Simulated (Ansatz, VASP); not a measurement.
## One calculation of La, two programs

File INCAR:

```
SYSTEM = La
PREC = Accurate
ENCUT = 520
EDIFF = 1E-7
ISMEAR = -1
SIGMA = 0.05
LREAL = .False.
LASPH = .True.
NELM = 100
ALGO = Normal
ISIF = 2
LWAVE = .False.
LCHARG = .False.
GGA = PE
NBANDS = 30
```

File KPOINTS:

```
Automatic mesh
0
Gamma
  8 8 3
  0 0 0
```

POSCAR

```
La
1.0
    3.6930396299      0.0000000000      0.0000000000
   -1.8465198149      3.1982661367      0.0000000000
    0.0000000000      0.0000000000     11.9107874959
La
4
Direct
    0.6666666667      0.3333333333      0.2500000000
    0.3333333333      0.6666666667      0.7500000000
    0.0000000000      0.0000000000      0.5000000000
    0.0000000000      0.0000000000      0.0000000000
```

File input.yaml:

```yaml
crystal:
  lattice:
    - [3.6930396299, 0.0, 0.0]
    - [-1.8465198149, 3.1982661367, 0.0]
    - [0.0, 0.0, 11.9107874959]
  atoms:
    - { symbol: La, position: [0.6666666667, 0.3333333333, 0.25] }
    - { symbol: La, position: [0.3333333333, 0.6666666667, 0.75] }
    - { symbol: La, position: [0.0, 0.0, 0.5] }
    - { symbol: La, position: [0.0, 0.0, 0.0] }
hamiltonian:
  xc: pbe
  pseudopotentials: { kind: paw }
kpoints:
  mp_grid: { grid: [8, 8, 3] }
scf:
  occupations: { method: fermi_dirac, width: 0.05 }
output:
  forces: true
  stress: true
  eigenvalues: true
  write_density: true
  write_potential: true
  elf: true
  volumetric_format: npy
```

Alike in both runs: task single point; functional PBE; k mesh 8 × 8 × 3; occupations fermi-dirac, width 0.05 eV; no spin polarisation.

```csv
,VASP,Ansatz
version,VASP 6.6.1,Ansatz 0.2.0
potentials or method,"VASP PAW PBE potentials, release 64 (La)",Ansatz PAW
plane-wave cutoff (eV),520,420
valence electrons in the cell,44,44
```

|  | VASP | Ansatz | Ansatz less VASP |
| --- | --- | --- | --- |
| gap on the k mesh at the Fermi level (eV) | none | none | - |
| pressure (GPa) | 1.5 | 1.5 | -0.08 |
| traceless stress, the component that is largest in VASP (GPa) | -0.10 | -0.11 | -0.003 |

A gap of «none» marks a metal or a gap that the smearing closes.

Spin-orbit coupling is off throughout.
